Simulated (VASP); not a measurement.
Input of a VASP 6.6.1 run:

File INCAR:

```
SYSTEM = CdS
ALGO = Normal
EDIFF = 1E-8
ENCUT = 550
GGA_COMPAT = .FALSE.
IBRION = 6
ISIF = 2
ISMEAR = 0
LASPH = .TRUE.
LCHARG = .FALSE.
LMIXTAU = .TRUE.
LREAL = .FALSE.
LWAVE = .FALSE.
METAGGA = R2SCAN
NBANDS = 16
NELM = 120
NFREE = 2
NSW = 1
POTIM = 0.015
PREC = Accurate
SIGMA = 0.01
```

KPOINTS

```
k-points
0
G
  3 3 3
  0 0 0
```

The input POSCAR:

```
CdS
1.0
    0.0000000000      2.9165000000      2.9165000000
    2.9165000000      0.0000000000      2.9165000000
    2.9165000000      2.9165000000      0.0000000000
Cd S
1 1
Direct
    0.0000000000      0.0000000000      0.0000000000
    0.2500000000      0.2500000000      0.2500000000
```

Potentials or basis: VASP PAW PBE potentials, release 64 (Cd, S).

The run is started by

```console
$ cat potpaw_PBE.64/Cd/POTCAR potpaw_PBE.64/S/POTCAR > POTCAR
$ mpirun -np 1 vasp_std > vasp.out
```

Q: What does it give for the highest phonon frequency at Γ, LO-TO splitting left out?

A: 241 cm⁻¹.

Phonon frequencies in cm⁻¹ (negative: imaginary):
| q point | frequencies |
| --- | --- |
| (0.000, 0.000, 0.000) | 0 0 0 241 241 241 |

Caveat: the k points lie up to 0.62 Å⁻¹ apart; the cell wasn't relaxed at this level first, which shifts response properties.
